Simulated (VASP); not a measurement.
Runs of VASP 6.6.1 on Cl. The structure is that of space group Pm-3m (No. 221), or close to it. The cells are those of the table. 

```tsv
cell	smearing	gap on the mesh (eV)	pressure (GPa)
a = 2.587 Å, 1 atom	fermi-dirac 0.08 eV	none	(b)
a = 2.212 Å, 1 atom	gaussian 0.001 eV	none	149.4
a = 2.690 Å, 1 atom	fermi-dirac 0.08 eV	none	6.1
a = 2.212 Å, 1 atom	fermi-dirac 0.08 eV	none	148.3
a = 2.474 Å, 1 atom	fermi-dirac 0.08 eV	none	38.4
a = 2.053 Å, 1 atom	fermi-dirac 0.08 eV	none	(a)
```

Alike in all rows: task single point; level PBEsol; potentials or basis VASP PAW PBE potentials, release 64 (Cl); no spin polarisation; k mesh 15 × 15 × 15; cutoff (eV) 520.

Question: Fill in the values left out.

Answer: (a) 243.2; (b) 17.4.

Caveats: the PAW data sets were made with another functional, which shifts forces and pressure a little; an odd number of electrons without spin polarisation forces a metal; a magnetic or distorted state may lie lower.

A gap of «none» marks levels without a gap at the run's occupations.
